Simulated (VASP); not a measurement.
A run of VASP 6.6.1 is set up as follows.

INCAR

```
PREC = Accurate
ENCUT = 520
EDIFF = 1E-6
ISMEAR = -1
SIGMA = 0.1
LREAL = F
LASPH = T
NELM = 150
ALGO = Normal
ISIF = 2
LWAVE = F
LCHARG = F
ISPIN = 2
MAGMOM = 1.4 1.4
LORBIT = 11
NUPDOWN = 2.8
LMAXMIX = 4
GGA = PS
NBANDS = 19
```

Contents of KPOINTS:

```
regular mesh
0
Gamma
  14 14 8
```

POSCAR

```
Fe
1.0
    2.3470000000      0.0000000000      0.0000000000
   -1.1735000000      2.0325616227      0.0000000000
    0.0000000000      0.0000000000      3.7970000000
Fe
2
Direct
    0.3333333333      0.6666666667      0.2500000000
    0.6666666667      0.3333333333      0.7500000000
```

Potentials or basis: VASP PAW PBE potentials, release 64 (Fe).

Command:

```console
$ cat potpaw_PBE.64/Fe/POTCAR > POTCAR
$ mpirun -np 1 vasp_std > vasp.out
```

Task: What does it give for the pressure?

Result: 52.5 GPa.

Stress tensor (GPa, compression positive):
```
49.39  0.00  0.00
 0.00 49.39  0.00
 0.00  0.00 58.65
```

Caveat: the cell stands under pressure; the PAW data sets were made with another functional, which shifts forces and pressure a little; the total moment is fixed, so each spin has its own Fermi level.
